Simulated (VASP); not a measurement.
# Cd (Fm-3m) in VASP: single point with PBEsol

Aim: the single point of Cd with PBEsol.

Everything below comes from runs of VASP 6.6.1. Logs are shortened: lines on timing, memory, paths and dates and some standing lists are left out, and cuts for length are marked.

## (1) The cell of the first run

The structure is cubic, space group Fm-3m (No. 225). The conventional cell has a = 4.436 Å, b = 4.436 Å, c = 4.436 Å, α = 90.00°, β = 90.00°, γ = 90.00°. Within 4.1 Å of Cd (site symmetry m-3m) lie 12 Cd at 3.14 Å.

## (2) Single point, PBEsol

Contents of INCAR:

```
SYSTEM = Cd
PREC = Accurate
ENCUT = 520
EDIFF = 1E-6
ISMEAR = 1
SIGMA = 0.1
LREAL = .FALSE.
LASPH = .TRUE.
NELM = 60
ALGO = Normal
ISIF = 2
LWAVE = .FALSE.
LCHARG = .FALSE.
GGA = PS
NBANDS = 12
```

Contents of KPOINTS:

```
regular mesh
0
G
  8 8 8
  0 0 0
```

Contents of POSCAR:

```
Cd
1.0
    0.0000000000      2.2181500000      2.2181500000
    2.2181500000      0.0000000000      2.2181500000
    2.2181500000      2.2181500000      0.0000000000
Cd
1
Direct
    0.0000000000      0.0000000000      0.0000000000
```

Potentials or basis: VASP PAW PBE potentials, release 64 (Cd).

Started as:

```
> cat potpaw_PBE.64/Cd/POTCAR > POTCAR
> mpirun -np 1 vasp_std > vasp.out
```

OUTCAR:

```text
SYSTEM = Cd
   PREC = Accurate
   ENCUT = 520
   EDIFF = 1E-6
   ISMEAR = 1
   LREAL = .FALSE.
   LASPH = .TRUE.
   NELM = 60
   ISIF = 2
   GGA = PS

 ion  position               nearest neighbor table
   1  0.000  0.000  0.000-

  LATTYP: Found a face centered cubic cell.
 ALAT       =     4.4363000000

  Lattice vectors:

 A1 = (   0.0000000000,   2.2181500000,   2.2181500000)
 A2 = (   2.2181500000,   0.0000000000,   2.2181500000)
 A3 = (   2.2181500000,   2.2181500000,   0.0000000000)

Analysis of symmetry for initial positions (statically):
=====================================================================
 Subroutine PRICEL returns:
 Original cell was already a primitive cell.

 Routine SETGRP: Setting up the symmetry group for a
 face centered cubic supercell.

 Subroutine GETGRP returns: Found 48 space group operations
 (whereof 48 operations were pure point group operations)
 out of a pool of 48 trial point group operations.

The static configuration has the point symmetry O_h .

Analysis of symmetry for dynamics (positions and initial velocities):
=====================================================================
 Subroutine PRICEL returns:
 Original cell was already a primitive cell.

 Routine SETGRP: Setting up the symmetry group for a
 face centered cubic supercell.

 Subroutine GETGRP returns: Found 48 space group operations
 (whereof 48 operations were pure point group operations)
 out of a pool of 48 trial point group operations.

The dynamic configuration has the point symmetry O_h .

 Subroutine INISYM returns: Found 48 space group operations
 (whereof 48 operations are pure point group operations),
 and found     1 'primitive' translations

----------------------------------------------------------------------------------------

                                     Primitive cell

  volume of cell :      21.8274

  direct lattice vectors                    reciprocal lattice vectors
     0.000000000  2.218150000  2.218150000    -0.225413069  0.225413069  0.225413069
     2.218150000  0.000000000  2.218150000     0.225413069 -0.225413069  0.225413069
     2.218150000  2.218150000  0.000000000     0.225413069  0.225413069 -0.225413069

  length of vectors
     3.136937813  3.136937813  3.136937813     0.390426889  0.390426889  0.390426889

  position of ions in fractional coordinates (direct lattice)
     0.000000000  0.000000000  0.000000000

  ion indices of the primitive-cell ions
   primitive index   ion index
                 1           1

----------------------------------------------------------------------------------------

 KPOINTS: regular mesh

Automatic generation of k-mesh.
 Grid dimensions read from file:
 generate k-points for:    8    8    8

 Generating k-lattice:

  Cartesian coordinates                     Fractional coordinates (reciprocal lattice)
    -0.028176634  0.028176634  0.028176634     0.125000000  0.000000000  0.000000000
     0.028176634 -0.028176634  0.028176634     0.000000000  0.125000000  0.000000000
     0.028176634  0.028176634 -0.028176634     0.000000000  0.000000000  0.125000000

  Length of vectors
     0.048803361  0.048803361  0.048803361

  Shift w.r.t. Gamma in fractional coordinates (k-lattice)
     0.000000000  0.000000000  0.000000000

 Subroutine IBZKPT returns following result:
 ===========================================

 Found     29 irreducible k-points:

 Following reciprocal coordinates:
            Coordinates               Weight
  0.000000  0.000000  0.000000      1.000000
  0.125000  0.000000  0.000000      8.000000
  0.250000  0.000000  0.000000      8.000000
  0.375000  0.000000  0.000000      8.000000
  0.500000  0.000000  0.000000      4.000000
  0.125000  0.125000  0.000000      6.000000
[... 16 lines left out ...]
  0.500000  0.250000  0.125000     48.000000
 -0.375000  0.250000  0.125000     24.000000
 [... further k-points ...]
   k-points           NKPTS =     29   k-points in BZ     NKDIM =     29   number of bands    NBANDS=     12
   number of dos      NEDOS =    301   number of ions     NIONS =      1
   total plane-waves  NPLWV =  13824
   dimension x,y,z NGX =    24 NGY =   24 NGZ =   24
   dimension x,y,z NGXF=    48 NGYF=   48 NGZF=   48
   ions per type =               1
   NGX,Y,Z   is equivalent  to a cutoff of  12.72, 12.72, 12.72 a.u.
   NGXF,Y,Z  is equivalent  to a cutoff of  25.44, 25.44, 25.44 a.u.
 SYSTEM =  Cd
   PREC   = accura    normal or accurate (medium, high low for compatibility)
   ISTART =      0    job   : 0-new  1-cont  2-samecut
   ICHARG =      2    charge: 1-file 2-atom 10-const
   ISPIN  =      1    spin polarized calculation?
   LNONCOLLINEAR =      F non collinear calculations
   LSORBIT =      F    spin-orbit coupling
   LASPH  =      T    aspherical Exc in radial PAW
   ENCUT  =  520.0 eV  38.22 Ry    6.18 a.u.   5.83  5.83  5.83*2*pi/ulx,y,z
   NELM   =     60;   NELMIN=  2; NELMDL= -5     # of ELM steps
   EDIFF  = 0.1E-05   stopping-criterion for ELM
   LREAL  =      F    real-space projection
   EDIFFG = 0.1E-04   stopping-criterion for IOM
   NSW    =      0    number of steps for IOM
   IBRION =     -1    ionic relax: 0-MD 1-quasi-New 2-CG
   NFREE  =      0    steps in history (QN), initial steepest desc. (CG)
   ISIF   =      2    stress and relaxation
   ISYM   =      2    0-nonsym 1-usesym 2-fastsym
   POTIM  = 0.5000    time-step for ionic-motion
   TEBEG  =    0.0;   TEEND  =   0.0 temperature during run
   PSTRESS=    0.0 pullay stress
   NELECT =      12.0000    total number of electrons
   NUPDOWN=      -1.0000    fix difference up-down
   EMIN   =  10.00;   EMAX   =-10.00  energy-range for DOS
   EFERMI =   0.00;   METHOD = LEGACY
   ISMEAR =     1;   SIGMA  =   0.10  broadening in eV -4-tet -1-fermi 0-gaus
   EFERMI_NEDOS =   21; number of points for ismear=-14 and -15
   IALGO  =     38    algorithm
   IMIX   =      4    mixing-type and parameters
     AMIX     =   0.40;   BMIX     =  1.00
     AMIX_MAG =   1.60;   BMIX_MAG =  1.00
  volume/ion in A,a.u.               =      21.83       147.30
  Fermi-wavevector in a.u.,A,eV,Ry     =   1.341120  2.534349 24.471481  1.798603
  Thomas-Fermi vector in A             =   2.469379
   LORBIT       =      0    0 simple, 1 ext, 2 COOP (PROOUT), +10 PAW based schemes
   GGA     = PS    functional components
   LHFCALC =     F    Hartree Fock is set to
   AEXX    =    0.0000 exact exchange contribution
   IVDW    =     0    specifies the selected vdW correction
   LEPSILON=     F    determine dielectric tensor
   LRPA    =     F    only Hartree local field effects (RPA)
 non-spin polarized calculation
 Methfessel and Paxton  Order N= 1 SIGMA  =   0.10
  energy-cutoff  :      520.00
  volume of cell :       21.83
 maximum number of plane-waves:       609
   NGX = 11   NGY = 11   NGZ = 11

 number of electron      12.0000003 magnetization

 Free energy of the ion-electron system (eV)
  ---------------------------------------------------
  ext. energy  EPLUGINS =         0.00000000
  ---------------------------------------------------
  free energy    TOTEN  =        -1.17712727 eV

  energy without entropy =       -1.17797059  energy(sigma->0) =       -1.17740838

 E-fermi :   2.3144     XC(G=0): -11.1640

 val. band max:        2.2187931518   @ k =  -0.3750   0.3750   0.1250
 cond. band min:       2.3835397179   @ k =   0.5000   0.1250   0.0000
 fundamental gap:      0.1647465661
 Fermi energy:         2.3144413112

 k-point     1 :       0.0000    0.0000    0.0000
  band No.  band energies     occupation
      1      -6.4152      2.00000
      2      -6.4152      2.00000
      3      -6.4152      2.00000
      4      -6.1690      2.00000
      5      -5.9550      2.00000
      6      -5.9550      2.00000
      7      16.5417      0.00000
      8      17.5728      0.00000
      9      17.5728      0.00000
     10      17.5728      0.00000
     11      20.9583      0.00000
     12      20.9583      0.00000

 k-point     2 :       0.1250    0.0000    0.0000
  band No.  band energies     occupation
      1      -6.4801      2.00000
      2      -6.3573      2.00000
      3      -6.3573      2.00000
      4      -5.9638      2.00000
      5      -5.9638      2.00000
      6      -5.7358      2.00000
      7      13.6309      0.00000
      8      16.7712      0.00000
      9      17.0275      0.00000
     10      17.0275      0.00000
     11      21.2343      0.00000
     12      21.8911      0.00000

 k-point     3 :       0.2500    0.0000    0.0000
  band No.  band energies     occupation
      1      -6.6664      2.00000
      2      -6.3148      2.00000
      3      -6.3148      2.00000
      4      -5.8787      2.00000
      5      -5.8787      2.00000
      6      -4.4045      2.00000
      7       8.8838      0.00000
      8      16.1493      0.00000
      9      16.1493      0.00000
     10      16.4943      0.00000
     11      20.7336      0.00000
     12      20.8300      0.00000
[... 286 lines left out ...]
 k-point    23 :       0.5000    0.2500    0.1250
  band No.  band energies     occupation
      1      -6.6524      2.00000
      2      -6.4716      2.00000
      3      -6.1977      2.00000
      4      -5.9663      2.00000
      5      -5.6821      2.00000
      6      -1.0222      2.00000
      7       5.5322      0.00000
      8       9.5457      0.00000
      9      11.7815      0.00000
     10      17.0639      0.00000
     11      19.9308      0.00000
     12      22.1276      0.00000

 k-point    24 :      -0.3750    0.2500    0.1250
  band No.  band energies     occupation
      1      -6.6526      2.00000
      2      -6.5408      2.00000
      3      -6.1024      2.00000
      4      -6.0309      2.00000
      5      -5.6076      2.00000
      6       1.8165      2.00000
      7       1.9945      2.00006
      8       9.8804      0.00000
      9      10.6461      0.00000
     10      16.8273      0.00000
     11      19.9938      0.00000
     12      25.0205      0.00000

 [... further k-points ...]
[... 5 lines left out ...]
  --------------------------------------------------------------------------------------
  -------------------------------------------------------------------------------------
  Total       -0.2435295     -0.2435295     -0.2435295      0.0000000      0.0000000      0.0000000
  in kB      -17.8755509    -17.8755509    -17.8755509      0.0000000      0.0000000      0.0000000
  external PRESSURE =     -17.8755509 kB  Pullay stress =       0.0000000 kB

 VOLUME and BASIS-vectors are now :
 -----------------------------------------------------------------------------
  energy-cutoff  :      520.00
  volume of cell :       21.83
      direct lattice vectors                 reciprocal lattice vectors
     0.000000000  2.218150000  2.218150000    -0.225413069  0.225413069  0.225413069
     2.218150000  0.000000000  2.218150000     0.225413069 -0.225413069  0.225413069
     2.218150000  2.218150000  0.000000000     0.225413069  0.225413069 -0.225413069

 POSITION                                       TOTAL-FORCE (eV/Angst)
 -----------------------------------------------------------------------------------
      0.00000      0.00000      0.00000        -0.000000     -0.000000     -0.000000
 -----------------------------------------------------------------------------------
    total drift:                               -0.000000      0.000000     -0.000000

  FREE ENERGIE OF THE ION-ELECTRON SYSTEM (eV)
  ---------------------------------------------------
  free  energy   TOTEN  =        -1.1771272700 eV

  energy  without entropy=       -1.1779705874  energy(sigma->0) =       -1.17740838
```

It took 5.5 s on 1 thread of Intel Xeon 6975P-C, shared host; peak memory 0.14 GiB.

Results:

| Item | Value |
| --- | --- |
| Free energy | -1.1771 eV |
| Pressure | -1.8 GPa |
| Band gap on the k mesh | zero (band 6 reaches 4.67 eV, above the bottom of band 7 at 1.31 eV) |

Caveat: the PAW data sets were made with another functional, which shifts forces and pressure a little.
